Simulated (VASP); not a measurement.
Wanted: the native input for a VASP 6.6.1 run.

| Item | Value |
| --- | --- |
| Task | single point |
| Functional | PBE |
| Dispersion | D3(BJ) |
| Potentials or basis | VASP PAW PBE potentials, release 64 (C, Pd) |
| Cutoff | 520 eV |
| k mesh | 2 × 2 × 1 |
| Occupations | gaussian, width 0.02 eV |
| Spin | no spin polarisation |
| Dipole correction | no |
| Further INCAR settings | LREAL = Auto; ALGO = Normal; EDIFF = 1e-06; NBANDS = 56 |

The structure of PdC18 lies in POSCAR:

```
PdC18
1.0
    7.3980000000      0.0000000000      0.0000000000
   -3.6990000000      6.4068560000      0.0000000000
    0.0000000000      0.0000000000     12.0000000000
C Pd
18 1
Direct
   -0.0014833670     -0.0054057716      0.0845792500
    0.2180665109      0.1058353739      0.0814850833
   -0.0014742689      0.3306116136      0.0850250000
    0.2180324878      0.4391225587      0.0818214167
   -0.0026943308      0.6619852233      0.0796595833
    0.2180411331      0.7724685868      0.0816325833
    0.3304338423     -0.0047822208      0.0816295000
    0.5499674734      0.1064161579      0.0847464167
    0.3304359564      0.3285742648      0.0816100000
    0.5511706043      0.4390303138      0.0796333333
    0.3304055479      0.6619073380      0.0816852500
    0.5499257037      0.7703801990      0.0848858333
    0.6617445706     -0.0057522754      0.0935641667
    0.8867445924      0.1067433075      0.0935465000
    0.6638624819      0.3291129065      0.0800802500
    0.8845691384      0.4395254084      0.0802960000
    0.6638992079      0.6615069856      0.0804175000
    0.8846116099      0.7719215166      0.0802260000
    0.7742701734      1.0504119337      0.2634758333
```

The input as run:

INCAR

```
SYSTEM = PdC18
  PREC = Accurate
  ENCUT = 520
  EDIFF = 1E-6
  ISMEAR = 0
  SIGMA = 0.02
  LREAL = Auto
  LASPH = .TRUE.
  NELM = 60
  ALGO = Normal
  ISIF = 2
  LWAVE = .FALSE.
  LCHARG = .FALSE.
  GGA = PE
  IVDW = 12
  NBANDS = 56
```

KPOINTS

```
regular mesh
0
G
  2 2 1
  0 0 0
```

Potentials or basis: VASP PAW PBE potentials, release 64 (C, Pd).

Run with:

```bash
$ cat potpaw_PBE.64/C/POTCAR potpaw_PBE.64/Pd/POTCAR > POTCAR
$ mpirun -np 1 vasp_std > vasp.out
```

It gave:

```
Largest force              : 0.026 eV/Å
Band gap on the k mesh     : 0.07 eV
Dispersion energy per atom : -0.099 eV
```

Caveat: the k points lie up to 0.49 Å⁻¹ apart; there is no dipole correction, which matters where the two faces differ.

Run time: 3.5 min on 1 thread of AMD EPYC 9R45 96-Core Processor (Zen 5), on a shared host, peak memory 0.55 GiB.
